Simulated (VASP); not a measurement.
**PtS2: single point with LDA+U**

PtS2:

```xyz
6
Lattice="3.5432 0.0000 0.0000 -1.7716 3.0685 0.0000 0.0000 0.0000 10.0776" Properties=species:S:1:pos:R:3 pbc="T T T"
Pt    0.0000    0.0000    0.0000
Pt    0.0000    0.0000    5.0388
S     0.0000    2.0457    1.2597
S     1.7716    1.0228    3.7791
S     0.0000    2.0457    6.2985
S     1.7716    1.0228    8.8179
```

```json
{
 "Program": "VASP 6.6.1",
 "Task": "single point",
 "Functional": "LDA",
 "Potentials or basis": "VASP PAW LDA potentials, release 64 (Pt_sv_GW, S)",
 "Cutoff": "570 eV",
 "k mesh": "6 × 6 × 2",
 "Occupations": "gaussian, width 0.05 eV",
 "Spin": "collinear spin, zero start",
 "Starting moments": "[0.0, 0.0, 0.0, 0.0, 0.0, 0.0] μB",
 "Hubbard terms": "Pt d U = 5.0 eV, J = 0.9 eV",
 "Dipole correction": "no",
 "LDAUTYPE": "1",
 "Hund's J": "0.9",
 "Further INCAR settings": "ALGO = Normal; EDIFF = 1e-06; NBANDS = 43"
}
```

The pressure is -6.7 GPa, the largest force is 0.671 eV/Å and the band gap on the k mesh is 0.38 eV. The net moment is 0.00 μB per cell and the valence electrons inside the program's atomic spheres are Pt 18.68; S 3.61.

Forces on the atoms (eV/Å):
```
Pt   0.000  0.000  0.000
Pt   0.000  0.000  0.000
S    0.000  0.000 -0.671
S    0.000  0.000  0.671
S    0.000  0.000 -0.671
S    0.000  0.000  0.671
```

Stress tensor (GPa, compression positive):
```
-6.63  0.00  0.00
 0.00 -6.63  0.00
 0.00  0.00 -6.98
```

Levels at points of the mesh, in eV from the valence-band top:
Spin up:
```csv
k point,band 27,band 28,band 29,band 30,band 31,band 32,band 33,band 34
"(0.00, 0.00, 0.00)",-1.44,-1.11,-1.11,0.00,1.64,1.64,2.33,2.33
"(0.50, 0.00, 0.00)",-3.21,-2.97,-2.65,-1.48,1.10,1.25,1.93,2.32
"(0.00, 0.00, 0.50)",-1.28,-1.28,-0.83,-0.83,1.98,1.98,1.98,1.98
"(0.50, 0.00, 0.50)",-2.94,-2.94,-2.18,-2.18,1.67,1.67,1.76,1.76
```
Spin down:
```csv
k point,band 26,band 27,band 28,band 29,band 30,band 31,band 32,band 33,band 34,band 35
"(0.00, 0.00, 0.00)",-1.44,-1.44,-1.11,-1.11,0.00,1.64,1.64,2.33,2.33,4.37
"(0.50, 0.00, 0.00)",-3.56,-3.21,-2.97,-2.65,-1.48,1.10,1.25,1.93,2.32,4.88
"(0.00, 0.00, 0.50)",-1.28,-1.28,-1.28,-0.83,-0.83,1.98,1.98,1.98,1.98,4.78
"(0.50, 0.00, 0.50)",-3.65,-2.94,-2.94,-2.18,-2.18,1.67,1.67,1.76,1.76,4.51
```

Eigenvalues of the final occupation matrices:
```
    site  spin  trace               eigenvalues
site 1 d     1   4.19  0.65 0.65 0.96 0.96 0.96
site 1 d     2   4.19  0.65 0.65 0.96 0.96 0.96
site 2 d     1   4.19  0.65 0.65 0.96 0.96 0.96
site 2 d     2   4.19  0.65 0.65 0.96 0.96 0.96
```

Run time: 110 s on 1 thread of Intel(R) Xeon(R) Platinum 8559C (Emerald Rapids), on a shared host, peak memory 0.28 GiB.

Caveat: the cell stands under tension; spin-orbit coupling is left out, which moves the levels of the heavy elements. A k mesh can miss the band edges.
